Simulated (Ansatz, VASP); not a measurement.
# NiH2 in VASP and in Ansatz

```xyz
3
Lattice="2.6996 0.0000 0.0000 -1.3498 2.3380 0.0000 0.0000 0.0000 2.4975" Properties=species:S:1:pos:R:3 pbc="T T T"
Ni    0.0000    0.0000    0.0000
H     0.0000    1.5586    1.2487
H     1.3498    0.7793    1.2487
```

Alike in both runs: functional PBE; k mesh 6 × 6 × 6; occupations gaussian, width 0.1 eV; no spin polarisation.

Ansatz relaxed the structure, and its values are those at the end. VASP's run is a single point on that final structure, the one shown.

|  | VASP | Ansatz |
| --- | --- | --- |
| version | VASP 6.6.1 | Ansatz 0.2.0 |
| potentials or method | VASP PAW PBE potentials, release 64 (Ni, H), cutoff 520 eV | scalar-relativistic, plane waves, PAW |
| valence electrons in the cell | 12 | 20 |

Ansatz gave:

```
gap on the k mesh at the Fermi level (eV) : none
pressure (GPa)                            : 0.0
```

Task: Estimate VASP's values.

Result: gap on the k mesh at the Fermi level (eV): none; pressure (GPa): -0.2.

A gap of «none» marks a metal or a gap that the smearing closes. With one functional, cell and mesh, what is left measures potentials, basis and numerics. VASP's potentials hold 12 valence electrons a cell and Ansatz's 20, so a difference there can come from the potentials and not from the codes.

The k mesh is coarse, so the values compare programs but aren't converged.
